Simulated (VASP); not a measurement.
Ga:

```xyz
2
Lattice="3.0032 0.0000 0.0000 -1.5016 2.6008 0.0000 0.0000 0.0000 4.8651" Properties=species:S:1:pos:R:3 pbc="T T T"
Ga    0.0000    1.7339    1.2163
Ga    1.5016    0.8669    3.6488
```

This isn't the form of Ga at room conditions, which is orthorhombic.

| Item | Value |
| --- | --- |
| Program | VASP 6.6.1 |
| Task | relaxation of cell and atoms |
| Functional | PBE |
| Potentials or basis | VASP PAW PBE potentials, release 64 (Ga_d) |
| Cutoff | 600 eV |
| k mesh | 14 × 14 × 8 |
| Occupations | fermi-dirac, width 0.1 eV |
| Spin | no spin polarisation |

At the start: pressure 0.4 GPa; volume 19.00 Å³/atom.

Q: How do energy, volume and symmetry change on relaxing?

A: Over 11 steps the energy falls by 3.0 meV/atom and the volume is 19.12 Å³/atom (+0.7 %); space group P6_3/mmc (No. 194, to 0.1 Å) before and after.

Step by step:
```csv
step,energy change (eV),largest force (eV/Å),pressure (GPa),volume (Å³)
1,0.0000,0.0000,0.40,38.00
2,-0.0012,0.0000,0.02,38.26
3,-0.0018,0.0000,-0.28,38.50
4,-0.0016,0.0000,-0.88,38.98
5,-0.0019,0.0000,-0.41,38.66
6,-0.0029,0.0000,-0.43,38.65
7,-0.0051,0.0000,-0.37,38.63
8,-0.0044,0.0000,-0.29,38.55
9,-0.0055,0.0000,-0.39,38.60
10,-0.0060,0.0000,-0.06,38.30
11,-0.0060,0.0000,0.02,38.25
```

Final structure:
```
Ga
1.0
     2.95852    0.00000    0.00000
    -1.47926    2.56215    0.00000
     0.00000    0.00000    5.04602
Ga
2
Direct
  0.33333 0.66667 0.25000
  0.66667 0.33333 0.75000
```
